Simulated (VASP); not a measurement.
**Al2BN3: relaxation of cell and atoms with PBE**

Al2BN3:

```
Al B N
1.0
     5.10203    0.00000    0.00000
    -2.55102    4.41849    0.00000
     0.00000    0.00000    7.75848
Al B N
4 2 6
Direct
  0.00000 0.00000 0.50000
  0.33333 0.66667 0.00000
  0.00000 0.00000 0.00000
  0.66667 0.33333 0.00000
  0.33333 0.66667 0.50000
  0.66667 0.33333 0.50000
  0.66698 0.00000 0.00000
  0.33302 0.33302 0.00000
  0.00000 0.66698 0.00000
  0.38190 0.00000 0.50000
  0.00000 0.38190 0.50000
  0.61810 0.61810 0.50000
```

```json
{
 "Program": "VASP 6.6.1",
 "Task": "relaxation of cell and atoms",
 "Functional": "PBE",
 "Potentials or basis": "VASP PAW PBE potentials, release 64 (Al, B, N)",
 "Cutoff": "600 eV",
 "k mesh": "6 × 6 × 4",
 "Occupations": "gaussian, width 0.02 eV",
 "Spin": "no spin polarisation",
 "Dipole correction": "no",
 "Further INCAR settings": "ALGO = Normal; EDIFF = 1e-07; IBRION = 2; EDIFFG = -0.01; NSW = 100; ISIF = 3"
}
```

The relaxed volume is 15.10 Å³/atom. The relaxed cell is a = 5.102 Å, b = 5.102 Å, c = 8.040 Å, α = 90.00°, β = 90.00°, γ = 120.00° and the space group after relaxing (to 0.1 Å) is P-62m (No. 189). The energy gained by relaxing is 0.2 meV/atom and the ionic steps are 21. The pressure after relaxing is 0.0 GPa, the largest force after relaxing is 0.008 eV/Å and the band gap on the k mesh is 2.42 eV.

Forces on the atoms (eV/Å):
```
Al   0.000  0.000  0.000
Al   0.000  0.000  0.000
Al   0.000  0.000  0.000
Al   0.000  0.000  0.000
B    0.000  0.000  0.000
B    0.000  0.000  0.000
N    0.001  0.000  0.000
N   -0.001 -0.001  0.000
N   -0.001  0.001  0.000
N    0.008  0.000  0.000
N   -0.004  0.007  0.000
N   -0.004 -0.007  0.000
```

The path:
| step | energy change (eV) | largest force (eV/Å) | pressure (GPa) | volume (Å³) |
| --- | --- | --- | --- | --- |
| 1 | 0.0000 | 0.0112 | 0.01 | 174.90 |
| 2 | -0.0001 | 0.0133 | 0.10 | 174.93 |
| 3 | -0.0001 | 0.0195 | 0.13 | 174.94 |
| 4 | -0.0002 | 0.0183 | 0.12 | 175.01 |
| 5 | -0.0003 | 0.0147 | 0.09 | 175.22 |
| 6 | -0.0005 | 0.0346 | 0.02 | 175.63 |
| 7 | -0.0006 | 0.0752 | -0.10 | 176.47 |
| 8 | -0.0006 | 0.0623 | -0.06 | 176.20 |
| 9 | -0.0007 | 0.0621 | -0.05 | 176.28 |
| 10 | -0.0009 | 0.0613 | -0.03 | 176.52 |
| 11 | -0.0012 | 0.0597 | 0.02 | 177.00 |
| 12 | -0.0017 | 0.0564 | 0.12 | 177.95 |
| 13 | -0.0018 | 0.0552 | 0.32 | 179.85 |
| 14 | -0.0019 | 0.0524 | 0.25 | 179.17 |
| 15 | -0.0021 | 0.0461 | 0.20 | 179.51 |
| 16 | -0.0025 | 0.0269 | 0.06 | 180.54 |
| 17 | -0.0022 | 0.0489 | -0.21 | 182.61 |
| 18 | -0.0026 | 0.0144 | -0.03 | 181.22 |
| 19 | -0.0026 | 0.0156 | -0.02 | 181.16 |
| 20 | -0.0026 | 0.0115 | -0.01 | 181.19 |
| 21 | -0.0026 | 0.0079 | -0.01 | 181.21 |

Final structure:
```cif
data_structure
_symmetry_space_group_name_H-M 'P 1'
_symmetry_Int_Tables_number 1
_cell_length_a 5.1016
_cell_length_b 5.1016
_cell_length_c 8.0398
_cell_angle_alpha 90.000
_cell_angle_beta 90.000
_cell_angle_gamma 120.000
_cell_volume 181.21
loop_
_atom_site_label
_atom_site_type_symbol
_atom_site_fract_x
_atom_site_fract_y
_atom_site_fract_z
_atom_site_occupancy
Al1 Al 0.00000 0.00000 0.50000 1
Al2 Al 0.33333 0.66667 0.00000 1
Al3 Al 0.00000 0.00000 0.00000 1
Al4 Al 0.66667 0.33333 0.00000 1
B1 B 0.33333 0.66667 0.50000 1
B2 B 0.66667 0.33333 0.50000 1
N1 N 0.66688 0.00000 0.00000 1
N2 N 0.33312 0.33312 0.00000 1
N3 N 0.00000 0.66688 0.00000 1
N4 N 0.38160 0.00000 0.50000 1
N5 N 0.00000 0.38160 0.50000 1
N6 N 0.61840 0.61840 0.50000 1
```

Levels at points of the mesh, in eV from the valence-band top:
```csv
k point,band 20,band 21,band 22,band 23,band 24,band 25,band 26,band 27,band 28,band 29
"(0.00, 0.00, 0.00)",-0.47,-0.24,-0.24,0.00,0.00,2.42,3.08,4.34,5.44,6.97
"(0.50, 0.00, 0.00)",-1.23,-1.20,-1.19,-0.61,-0.32,3.87,3.89,5.09,5.33,6.14
"(0.00, 0.00, 0.50)",-0.47,-0.23,-0.23,0.00,0.00,3.15,3.50,3.58,5.38,6.35
"(0.50, 0.00, 0.50)",-1.32,-1.32,-1.20,-0.60,-0.35,3.77,4.19,4.93,5.73,5.79
```

Run time: 42 min on 1 thread of Oxide Virtual Turin-like Processor, on a shared host, peak memory 0.36 GiB.

A k mesh can miss the band edges.
